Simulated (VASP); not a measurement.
# Bi (I4/mmm) in VASP: a series of runs

The runs below take Bi through single point, with PBEsol+D3(BJ).

All numbers are computed with VASP 6.6.1; they aren't measurements. Logs are shortened: lines on timing, memory, paths and dates and some standing lists are left out, and cuts for length are marked.

### 1 The cell of the first run

Symmetry: I4/mmm, No. 139, tetragonal system. Conventional cell: a = 3.933 Å, b = 3.933 Å, c = 3.387 Å, α = 90.00°, β = 90.00°, γ = 90.00°. Bi (site symmetry 4/mmm) has 14 Bi at 3.26 to 3.93 Å within 4.3 Å.

### 2 Single point, PBEsol+D3(BJ) (26.20 Å³/atom)

INCAR

```
ALGO = Fast
EDIFF = 1E-7
ENCUT = 520
GGA = PS
ISIF = 2
ISMEAR = 0
IVDW = 12
LASPH = T
LCHARG = F
LREAL = F
LWAVE = F
NBANDS = 14
NELM = 80
PREC = Accurate
SIGMA = 0.15
```

KPOINTS

```
k-points
0
Gamma
  18 18 18
```

POSCAR

```
Bi
1.0
   -1.9666837351      1.9666837351      1.6937080327
    1.9666837351     -1.9666837351      1.6937080327
    1.9666837351      1.9666837351     -1.6937080327
Bi
1
Direct
    0.0000000000      0.0000000000      0.0000000000
```

Potentials or basis: VASP PAW PBE potentials, release 64 (Bi_d).

On the command line:

```bash
cat potpaw_PBE.64/Bi_d/POTCAR > POTCAR
mpirun -np 1 vasp_std > vasp.out
```

OUTCAR:

```text
EDIFF = 1E-7
   ENCUT = 520
   GGA = PS
   ISIF = 2
   ISMEAR = 0
   IVDW = 12
   LASPH = T
   LREAL = F
   NELM = 80
   PREC = Accurate
 IVDW          = 12

 ion  position               nearest neighbor table
   1  0.000  0.000  0.000-

  LATTYP: Found a body centered tetragonal cell.
 ALAT       =     3.9333674702
 C/A-ratio  =     0.8612000000

  Lattice vectors:

 A1 = (  -1.9666837351,   1.9666837351,   1.6937080327)
 A2 = (   1.9666837351,  -1.9666837351,   1.6937080327)
 A3 = (   1.9666837351,   1.9666837351,  -1.6937080327)

Analysis of symmetry for initial positions (statically):
=====================================================================
 Subroutine PRICEL returns:
 Original cell was already a primitive cell.

 Routine SETGRP: Setting up the symmetry group for a
 body centered tetragonal supercell.

 Subroutine GETGRP returns: Found 16 space group operations
 (whereof 16 operations were pure point group operations)
 out of a pool of 16 trial point group operations.

The static configuration has the point symmetry D_4h.

Analysis of symmetry for dynamics (positions and initial velocities):
=====================================================================
 Subroutine PRICEL returns:
 Original cell was already a primitive cell.

 Routine SETGRP: Setting up the symmetry group for a
 body centered tetragonal supercell.

 Subroutine GETGRP returns: Found 16 space group operations
 (whereof 16 operations were pure point group operations)
 out of a pool of 16 trial point group operations.

The dynamic configuration has the point symmetry D_4h.

 Subroutine INISYM returns: Found 16 space group operations
 (whereof 16 operations are pure point group operations),
 and found     1 'primitive' translations

----------------------------------------------------------------------------------------

                                     Primitive cell

  volume of cell :      26.2040

  direct lattice vectors                    reciprocal lattice vectors
    -1.966683735  1.966683735  1.693708033     0.000000000  0.254235082  0.295210267
     1.966683735 -1.966683735  1.693708033     0.254235082  0.000000000  0.295210267
     1.966683735  1.966683735 -1.693708033     0.254235082  0.254235082  0.000000000

  length of vectors
     3.256430059  3.256430059  3.256430059     0.389595403  0.389595403  0.359542701

  position of ions in fractional coordinates (direct lattice)
     0.000000000  0.000000000  0.000000000

  ion indices of the primitive-cell ions
   primitive index   ion index
                 1           1

----------------------------------------------------------------------------------------

 KPOINTS: k-points

Automatic generation of k-mesh.
 Grid dimensions read from file:
 generate k-points for:   18   18   18

 Generating k-lattice:

  Cartesian coordinates                     Fractional coordinates (reciprocal lattice)
     0.000000000  0.014124171  0.016400570     0.055555556 -0.000000000  0.000000000
     0.014124171  0.000000000  0.016400570    -0.000000000  0.055555556  0.000000000
     0.014124171  0.014124171  0.000000000     0.000000000  0.000000000  0.055555556

  Length of vectors
     0.021644189  0.021644189  0.019974594

  Shift w.r.t. Gamma in fractional coordinates (k-lattice)
     0.000000000  0.000000000  0.000000000

 Subroutine IBZKPT returns following result:
 ===========================================

 Found    480 irreducible k-points:

 Following reciprocal coordinates:
            Coordinates               Weight
  0.000000  0.000000  0.000000      1.000000
  0.055556  0.000000 -0.000000      8.000000
  0.111111  0.000000 -0.000000      8.000000
  0.166667  0.000000  0.000000      8.000000
  0.222222  0.000000  0.000000      8.000000
  0.277778  0.000000 -0.000000      8.000000
[... 16 lines left out ...]
 -0.277778  0.055556  0.000000     16.000000
 -0.222222  0.055556 -0.000000     16.000000
 [... further k-points ...]
   k-points           NKPTS =    480   k-points in BZ     NKDIM =    480   number of bands    NBANDS=     14
   number of dos      NEDOS =    301   number of ions     NIONS =      1
   total plane-waves  NPLWV =  13824
   dimension x,y,z NGX =    24 NGY =   24 NGZ =   24
   dimension x,y,z NGXF=    48 NGYF=   48 NGZF=   48
   ions per type =               1
   NGX,Y,Z   is equivalent  to a cutoff of  12.25, 12.25, 12.25 a.u.
   NGXF,Y,Z  is equivalent  to a cutoff of  24.50, 24.50, 24.50 a.u.
 SYSTEM =  unknown system
   PREC   = accura    normal or accurate (medium, high low for compatibility)
   ISTART =      0    job   : 0-new  1-cont  2-samecut
   ICHARG =      2    charge: 1-file 2-atom 10-const
   ISPIN  =      1    spin polarized calculation?
   LNONCOLLINEAR =      F non collinear calculations
   LSORBIT =      F    spin-orbit coupling
   LASPH  =      T    aspherical Exc in radial PAW
   ENCUT  =  520.0 eV  38.22 Ry    6.18 a.u.   6.05  6.05  6.05*2*pi/ulx,y,z
   NELM   =     80;   NELMIN=  2; NELMDL= -5     # of ELM steps
   EDIFF  = 0.1E-06   stopping-criterion for ELM
   LREAL  =      F    real-space projection
   EDIFFG = 0.1E-05   stopping-criterion for IOM
   NSW    =      0    number of steps for IOM
   IBRION =     -1    ionic relax: 0-MD 1-quasi-New 2-CG
   NFREE  =      0    steps in history (QN), initial steepest desc. (CG)
   ISIF   =      2    stress and relaxation
   ISYM   =      2    0-nonsym 1-usesym 2-fastsym
   POTIM  = 0.5000    time-step for ionic-motion
   TEBEG  =    0.0;   TEEND  =   0.0 temperature during run
   PSTRESS=    0.0 pullay stress
   NELECT =      15.0000    total number of electrons
   NUPDOWN=      -1.0000    fix difference up-down
   EMIN   =  10.00;   EMAX   =-10.00  energy-range for DOS
   EFERMI =   0.00;   METHOD = LEGACY
   ISMEAR =     0;   SIGMA  =   0.15  broadening in eV -4-tet -1-fermi 0-gaus
   EFERMI_NEDOS =   21; number of points for ismear=-14 and -15
   IALGO  =     68    algorithm
   IMIX   =      4    mixing-type and parameters
     AMIX     =   0.40;   BMIX     =  1.00
     AMIX_MAG =   1.60;   BMIX_MAG =  1.00
  volume/ion in A,a.u.               =      26.20       176.83
  Fermi-wavevector in a.u.,A,eV,Ry     =   1.359302  2.568709 25.139522  1.847703
  Thomas-Fermi vector in A             =   2.486062
   LORBIT       =      0    0 simple, 1 ext, 2 COOP (PROOUT), +10 PAW based schemes
   GGA     = PS    functional components
   LHFCALC =     F    Hartree Fock is set to
   AEXX    =    0.0000 exact exchange contribution
   IVDW    =    12    specifies the selected vdW correction
   LEPSILON=     F    determine dielectric tensor
   LRPA    =     F    only Hartree local field effects (RPA)
 non-spin polarized calculation
 RMM-DIIS sequential band-by-band and
 Gauss-broadening in eV      SIGMA  =   0.15
  energy-cutoff  :      520.00
  volume of cell :       26.20
 maximum number of plane-waves:       734
   NGX = 13   NGY = 13   NGZ = 13

 number of electron      15.0000002 magnetization

 Free energy of the ion-electron system (eV)
  ---------------------------------------------------
  ext. energy  EPLUGINS =         0.00000000
  ---------------------------------------------------
  free energy    TOTEN  =        -4.07782808 eV

  energy without entropy =       -4.07164949  energy(sigma->0) =       -4.07473879

 E-fermi :  10.1501     XC(G=0): -11.2811

 val. band max:       10.1470943281   @ k =   0.3333   0.1667   0.1111
 cond. band min:      10.1573627695   @ k =   0.2778   0.1667   0.1111
 fundamental gap:      0.0102684414
 Fermi energy:        10.1501239225

 k-point     1 :       0.0000    0.0000    0.0000
  band No.  band energies     occupation
      1     -13.1060      2.00000
      2     -13.0192      2.00000
      3     -13.0192      2.00000
      4     -12.9369      2.00000
      5     -12.7993      2.00000
      6      -4.8277      2.00000
      7      15.7580      0.00000
      8      15.7580      0.00000
      9      17.5222      0.00000
     10      20.5768      0.00000
     11      20.5976      0.00000
     12      20.5976      0.00000
     13      20.9785      0.00000
     14      22.1654      0.00000

 k-point     2 :       0.0556    0.0000   -0.0000
  band No.  band energies     occupation
      1     -13.1009      2.00000
      2     -13.0178      2.00000
      3     -13.0167      2.00000
      4     -12.9334      2.00000
      5     -12.8021      2.00000
      6      -4.7540      2.00000
      7      15.4370      0.00000
      8      15.5375      0.00000
      9      16.9876      0.00000
     10      20.1670      0.00000
     11      20.3199      0.00000
     12      20.9970      0.00000
     13      21.2682      0.00000
     14      21.8003      0.00000

 k-point     3 :       0.1111    0.0000   -0.0000
  band No.  band energies     occupation
      1     -13.0923      2.00000
      2     -13.0148      2.00000
      3     -13.0033      2.00000
      4     -12.9227      2.00000
      5     -12.8100      2.00000
      6      -4.5330      2.00000
      7      14.3952      0.00000
      8      14.9829      0.00000
      9      16.0064      0.00000
     10      19.3807      0.00000
     11      19.7562      0.00000
     12      21.4582      0.00000
     13      21.9600      0.00000
     14      21.9813      0.00000
[... 324 lines left out ...]
 k-point    23 :      -0.2778    0.0556    0.0000
  band No.  band energies     occupation
      1     -13.1035      2.00000
      2     -13.0169      2.00000
      3     -12.8915      2.00000
      4     -12.8724      2.00000
      5     -12.8375      2.00000
      6      -3.3534      2.00000
      7       9.9848      1.88095
      8      12.6686      0.00000
      9      14.2363      0.00000
     10      17.7373      0.00000
     11      19.2054      0.00000
     12      22.3354      0.00000
     13      24.3525      0.00000
     14      24.8645      0.00000

 k-point    24 :      -0.2222    0.0556   -0.0000
  band No.  band energies     occupation
      1     -13.0916      2.00000
      2     -13.0136      2.00000
      3     -12.9376      2.00000
      4     -12.9064      2.00000
      5     -12.8262      2.00000
      6      -3.9210      2.00000
      7      11.6653      0.00000
      8      13.5264      0.00000
      9      14.8698      0.00000
     10      18.3528      0.00000
     11      19.7185      0.00000
     12      21.9594      0.00000
     13      23.1780      0.00000
     14      24.4828      0.00000

 [... further k-points ...]

------------------------ aborting loop because EDIFF is reached ----------------------------------------

 Edisp (eV)   -0.62677

 E8    (eV) :    -0.4489

  FORCE on cell =-STRESS in cart. coord.  units (eV):
  Direction    XX          YY          ZZ          XY          YZ          ZX
  --------------------------------------------------------------------------------------
  -------------------------------------------------------------------------------------
  Total       1.14222     1.14222     1.56029     0.00000    -0.00000     0.00000
  in kB      69.83813    69.83813    95.40010     0.00000    -0.00000     0.00000
  external pressure =       78.36 kB  Pullay stress =        0.00 kB

 VOLUME and BASIS-vectors are now :
 -----------------------------------------------------------------------------
  energy-cutoff  :      520.00
  volume of cell :       26.20
      direct lattice vectors                 reciprocal lattice vectors
    -1.966683735  1.966683735  1.693708033     0.000000000  0.254235082  0.295210267
     1.966683735 -1.966683735  1.693708033     0.254235082  0.000000000  0.295210267
     1.966683735  1.966683735 -1.693708033     0.254235082  0.254235082  0.000000000

 POSITION                                       TOTAL-FORCE (eV/Angst)
 -----------------------------------------------------------------------------------
      0.00000      0.00000      0.00000         0.000000     -0.000000     -0.000000
 -----------------------------------------------------------------------------------
    total drift:                               -0.000000      0.000000      0.000000

  FREE ENERGIE OF THE ION-ELECTRON SYSTEM (eV)
  ---------------------------------------------------
  free  energy   TOTEN  =        -4.7045964755 eV

  energy  without entropy=       -4.6984178785  energy(sigma->0) =       -4.70150718
```

Run time: 46 s. Hardware: 1 thread of Intel Xeon 6975P-C (Granite Rapids), shared host; peak memory 0.27 GiB.

Results:

```
Free energy                : -4.7046 eV
Pressure                   : 7.8 GPa
Band gap on the k mesh     : zero (an odd number of electrons rules out a gap without spin polarisation)
Dispersion energy per atom : -0.627 eV
```

Levels at points of the mesh, in eV from the Fermi level:
| k point | band 5 | band 6 | band 7 | band 8 | band 9 | band 10 |
| --- | --- | --- | --- | --- | --- | --- |
| (0.00, 0.00, 0.00) | -22.95 | -14.98 | 5.61 | 5.61 | 7.37 | 10.43 |
| (0.50, 0.00, 0.00) | -22.85 | -10.46 | -6.12 | 1.38 | 2.91 | 5.96 |
| (0.50, 0.50, 0.00) | -22.87 | -11.40 | -6.49 | 3.40 | 5.64 | 8.40 |
| (0.50, 0.50, 0.50) | -22.85 | -8.22 | -3.18 | -3.18 | -0.14 | 2.61 |

Caveat: the cell stands under pressure; the PAW data sets were made with another functional, which shifts forces and pressure a little; spin-orbit coupling is left out, which moves the levels of the heavy elements.

### 3 Single point, PBEsol+D3(BJ) (26.20 Å³/atom)

INCAR

```
PREC = Accurate ; ENCUT = 520
EDIFF = 1E-6 ; ISMEAR = 0
SIGMA = 0.15 ; LREAL = F
LASPH = T ; NELM = 60
ALGO = Fast ; ISIF = 2
LWAVE = F ; LCHARG = F
GGA = PS ; IVDW = 12
NBANDS = 14
```

KPOINTS

```
regular mesh
0
Gamma
  18 18 18
```

POSCAR

```
Bi
1.0
   -1.7801920508      1.7801920508      2.0671590094
    1.7801920508     -1.7801920508      2.0671590094
    1.7801920508      1.7801920508     -2.0671590094
Bi
1
Direct
    0.0000000000      0.0000000000      0.0000000000
```

Potentials or basis: VASP PAW PBE potentials, release 64 (Bi_d).

On the command line:

```bash
cat potpaw_PBE.64/Bi_d/POTCAR > POTCAR
mpirun -np 1 vasp_std > vasp.out
```

It took 39 s on 1 thread of Intel Xeon 6975P-C (Granite Rapids), shared host; peak memory 0.27 GiB.

Results (log left out):

| Property | Result |
| --- | --- |
| Free energy | -4.7050 eV |
| Pressure | 7.4 GPa |
| Band gap on the k mesh | zero (an odd number of electrons rules out a gap without spin polarisation) |
| Dispersion energy per atom | -0.627 eV |

Stress tensor (GPa, compression positive):
```
8.26 0.00 0.00
0.00 8.26 0.00
0.00 0.00 5.69
```

Levels at points of the mesh, in eV from the Fermi level:
```csv
k point,band 4,band 5,band 6,band 7,band 8,band 9,band 10,band 11
"(0.00, 0.00, 0.00)",-22.99,-22.92,-14.90,6.10,6.46,6.46,9.42,11.24
"(0.50, 0.00, 0.00)",-22.91,-22.81,-10.96,-6.31,2.69,4.63,7.52,8.98
"(0.50, 0.50, 0.00)",-22.89,-22.78,-10.24,-5.89,0.93,2.22,5.37,6.64
"(0.50, 0.50, 0.50)",-22.81,-22.81,-8.16,-3.89,-1.22,-1.22,3.17,4.17
```

Caveat: the cell stands under pressure; the PAW data sets were made with another functional, which shifts forces and pressure a little; spin-orbit coupling is left out, which moves the levels of the heavy elements.

### 4 Single point, PBEsol+D3(BJ) (26.20 Å³/atom)

INCAR

```
  PREC = Accurate
  ENCUT = 520
  EDIFF = 1E-6
  ISMEAR = 0
  SIGMA = 0.15
  LREAL = False
  LASPH = True
  NELM = 80
  ALGO = Fast
  ISIF = 2
  LWAVE = False
  LCHARG = False
  GGA = PS
  IVDW = 12
  NBANDS = 14
```

KPOINTS

```
Automatic mesh
0
Gamma
  18 18 18
```

POSCAR

```
Bi
1.0
   -1.6936732119      1.6936732119      2.2837489589
    1.6936732119     -1.6936732119      2.2837489589
    1.6936732119      1.6936732119     -2.2837489589
Bi
1
Direct
    0.0000000000      0.0000000000      0.0000000000
```

On the command line:

```bash
cat potpaw_PBE.64/Bi_d/POTCAR > POTCAR
mpirun -np 1 vasp_std > vasp.out
```

Run time: 95 s. Hardware: 1 thread of Intel Xeon 6975P-C (Granite Rapids), shared host; peak memory 0.29 GiB.

The run converged. Its results:

* Free energy: -4.6700 eV
* Pressure: 7.5 GPa
* Band gap on the k mesh: zero (an odd number of electrons rules out a gap without spin polarisation)
* Dispersion energy per atom: -0.627 eV

Stress tensor (GPa, compression positive):
```
7.73 0.00 0.00
0.00 7.73 0.00
0.00 0.00 7.08
```

Levels at points of the mesh, in eV from the Fermi level:
```
           k point  band 3  band 4  band 5  band 6  band 7  band 8  band 9  band 10  band 11  band 12
(0.00, 0.00, 0.00)  -23.17  -23.10  -23.05  -14.99    6.08    6.18    6.18     8.90    10.94    11.74
(0.50, 0.00, 0.00)  -23.17  -22.96  -22.94  -11.12   -6.45    3.70    4.47     8.42     8.51    10.03
(0.50, 0.50, 0.00)  -22.96  -22.94  -22.90   -9.78   -5.60    0.37    0.71     4.40     5.62    17.63
(0.50, 0.50, 0.50)  -22.96  -22.91  -22.91   -9.21   -5.17   -0.11   -0.11     3.82     5.06    17.19
```

Caveat: the cell stands under pressure; the PAW data sets were made with another functional, which shifts forces and pressure a little; spin-orbit coupling is left out, which moves the levels of the heavy elements.

(Continued in part 2 of 2.)
